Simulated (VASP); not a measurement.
# MgO (CsCl type): vibrations by perturbation theory with PBE

MgO (CsCl type):

```
Mg O
1.0
     2.24455    0.00000    0.00000
     0.00000    2.24455    0.00000
     0.00000    0.00000    2.24455
Mg O
1 1
Direct
  0.00000 0.00000 0.00000
  0.50000 0.50000 0.50000
```

* Program: VASP 6.6.1
* Task: vibrations by perturbation theory
* Functional: PBE
* Potentials or basis: VASP PAW PBE potentials, release 64 (Mg, O)
* Cutoff: 600 eV
* k mesh: 8 × 8 × 8
* Occupations: gaussian, width 0.01 eV
* Spin: no spin polarisation
* Dipole correction: no
* Further INCAR settings: ALGO = Normal; EDIFF = 1e-08; NBANDS = 11; IBRION = 8; NSW = 1

| Quantity | Value |
| --- | --- |
| Electronic dielectric tensor (diagonal) | 2.89 |
| Born charges (mean of the diagonal) | Mg +1.90; O -1.90 e |
| Highest phonon frequency at Γ, LO-TO splitting left out | 682 cm⁻¹ |

Phonon frequencies in cm⁻¹ (negative: imaginary):
```
              q point        frequencies
(0.000, 0.000, 0.000)  0 0 0 682 682 682
```

Electronic dielectric tensor:
```
2.89 0.00 0.00
0.00 2.89 0.00
0.00 0.00 2.89
```

Born effective charge tensors (e):
atom 1, Mg
```
1.90 0.00 0.00
0.00 1.90 0.00
0.00 0.00 1.90
```
atom 2, O
```
-1.90  0.00  0.00
 0.00 -1.90  0.00
 0.00  0.00 -1.90
```

It took 71 s on 1 thread of Intel(R) Xeon(R) 6975P-C (Granite Rapids) (shared host), peak memory 0.15 GiB.

Caveat: the cell stands under pressure or tension, which shifts response properties.
